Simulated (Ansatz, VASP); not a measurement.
BN: VASP beside Ansatz

```
CELL_PARAMETERS angstrom
0.00000 1.80500 1.80500
1.80500 0.00000 1.80500
1.80500 1.80500 0.00000
ATOMIC_POSITIONS crystal
B 0.00000 0.00000 0.00000
N 0.25000 0.25000 0.25000
```

Alike in both runs: task relaxation of cell and atoms; functional PBE; k mesh 12 × 12 × 12; occupations gaussian, width 0.02 eV; no spin polarisation.

|  | VASP | Ansatz |
| --- | --- | --- |
| version | VASP 6.6.1 | Ansatz 0.2.0 |
| potentials or method | VASP PAW PBE potentials, release 64 (B, N), cutoff 600 eV | scalar-relativistic, plane waves, PAW |
| valence electrons in the cell | 8 | 8 |

VASP gave:

```
gap on the k mesh at the Fermi level, each at its own relaxed structure (eV) : 4.45
relaxed volume (Å³/atom)                                                     : 5.95
relaxed cell length with the largest relative difference (Å)                 : 2.563
```

Q: Estimate Ansatz's values.

A: gap on the k mesh at the Fermi level, each at its own relaxed structure (eV): 4.46; relaxed volume (Å³/atom): 5.95; relaxed cell length with the largest relative difference (Å): 2.563.
